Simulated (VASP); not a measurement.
# Si2Ni: vibrations by perturbation theory with PBEsol

Si2Ni:

```
Si Ni
1.0
     0.00000    2.69560    2.69560
     2.69560    0.00000    2.69560
     2.69560    2.69560    0.00000
Si Ni
2 1
Direct
  0.25000 0.25000 0.25000
  0.75000 0.75000 0.75000
  0.00000 0.00000 0.00000
```

| Item | Value |
| --- | --- |
| Program | VASP 6.6.1 |
| Task | vibrations by perturbation theory |
| Functional | PBEsol |
| Potentials or basis | VASP PAW PBE potentials, release 64 (Si, Ni) |
| Cutoff | 520 eV |
| k mesh | 12 × 12 × 12 |
| Occupations | gaussian, width 0.15 eV |
| Spin | collinear spin |
| Starting moments | [0.0, 0.0, 0.05] μB |
| Dipole correction | no |
| Further INCAR settings | ALGO = Normal; EDIFF = 1e-08; IBRION = 8; NSW = 1 |

| Item | Value |
| --- | --- |
| Net moment | 0.00 μB per cell |
| Valence electrons inside the program's atomic spheres | Si 1.59; Ni 9.85 |
| Highest phonon frequency at Γ | 327 cm⁻¹ |

Phonon frequencies in cm⁻¹ (negative: imaginary):
| q point | frequencies |
| --- | --- |
| (0.000, 0.000, 0.000) | 0 0 0 310 310 310 327 327 327 |

It took 7.3 min on 1 thread of Intel(R) Xeon(R) 6975P-C (Granite Rapids), with other jobs on the host, peak memory 0.61 GiB.
